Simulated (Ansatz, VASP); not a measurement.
# Two plane-wave programs on Sc

```
CELL_PARAMETERS angstrom
3.34338 0.00000 0.00000
-1.67169 2.89545 0.00000
0.00000 0.00000 5.30957
ATOMIC_POSITIONS crystal
Sc 0.33333 0.66667 0.25000
Sc 0.66667 0.33333 0.75000
```

Alike in both runs: functional RPBE; k mesh 11 × 11 × 6; occupations fermi-dirac, width 0.05 eV; collinear spin.

Ansatz relaxed the structure, and its values are those at the end. VASP's run is a single point on that final structure, the one shown.

|  | VASP | Ansatz |
| --- | --- | --- |
| version | VASP 6.6.1 | Ansatz 0.2.0 |
| potentials or method | VASP PAW PBE potentials, release 64 (Sc_sv), cutoff 520 eV | plane waves (420 eV) with PAW, scalar-relativistic |
| valence electrons in the cell | 22 | 22 |

```tsv
	VASP	Ansatz	Ansatz less VASP
pressure (GPa)	0.0	0.0	-0.04
net moment per atom (μB)	0.46	0.46	+0.002
size of the moment on the site where the two differ most (μB)	0.24	0.30	+0.052
```

VASP's potentials were made for PBE, not for RPBE. Site moments also hang on the region over which each program counts them.
